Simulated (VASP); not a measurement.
Write the native input for VASP 6.6.1 that does the following.

| Property | Result |
| --- | --- |
| Task | single point |
| Functional | PBEsol |
| Potentials or basis | VASP PAW PBE potentials, release 64 (Pb_d, S) |
| Cutoff | 520 eV |
| k mesh | 2 × 2 × 2 |
| Occupations | fermi-dirac, width 0.026 eV |
| Spin | no spin polarisation |
| Dipole correction | no |
| Further INCAR settings | LREAL = Auto; ALGO = Normal; EDIFF = 1e-06; NBANDS = 94 |

The structure of PbS lies in POSCAR:

```
PbS
1.0
    5.9332550000     -5.9618300000      0.5794490000
    5.9332550000      5.9618300000      0.5794490000
   -0.5859640000      0.0000000000      5.9501440000
Pb S
8 8
Direct
    0.3746562083      0.3766866252      0.7512144490
    0.1202579673      0.1257151843      0.2552570330
    0.3797889094      0.8732551773      0.7566951081
    0.1267081615      0.6294519499      0.2509962414
    0.8759306607      0.3721405492      0.7453474043
    0.6325406993      0.1303484194      0.2491700475
    0.8654317933      0.8727934591      0.7524023143
    0.6251228119      0.6212773484      0.2638318793
    0.1187620008      0.1216837547      0.7307206258
    0.3681268876      0.3657167216      0.2636173267
    0.1129447258      0.6196210316      0.7219137057
    0.3608584882      0.8738373890      0.2590696475
    0.6202446632      0.1260623400      0.7363605239
    0.8731110737      0.3860413317      0.2266236578
    0.6435887831      0.6110242853      0.7320129920
    0.8684420644      0.8740816080      0.2789101239
```

One way to write it, as run:

INCAR

```
SYSTEM = PbS
PREC = Accurate
ENCUT = 520
EDIFF = 1E-6
ISMEAR = -1
SIGMA = 0.026
LREAL = Auto
LASPH = .TRUE.
NELM = 60
ALGO = Normal
ISIF = 2
LWAVE = .FALSE.
LCHARG = .FALSE.
GGA = PS
NBANDS = 94
```

KPOINTS

```
regular mesh
0
G
  2 2 2
  0 0 0
```

Potentials or basis: VASP PAW PBE potentials, release 64 (Pb_d, S).

The run is started by

```sh
$ cat potpaw_PBE.64/Pb_d/POTCAR potpaw_PBE.64/S/POTCAR > POTCAR
$ mpirun -np 1 vasp_std > vasp.out
```

It gave:

```
Pressure               : -0.7 GPa
Largest force          : 0.495 eV/Å
Band gap on the k mesh : 0.34 eV
```

Caveat: the k points lie up to 0.53 Å⁻¹ apart; the atoms stand as in a frame of molecular dynamics; the PAW data sets were made with another functional, which shifts forces and pressure a little; spin-orbit coupling is left out, which moves the levels of the heavy elements.

It took 4.2 min on 1 thread of Intel(R) Xeon(R) 6975P-C (Granite Rapids), on a shared host, peak memory 0.54 GiB.
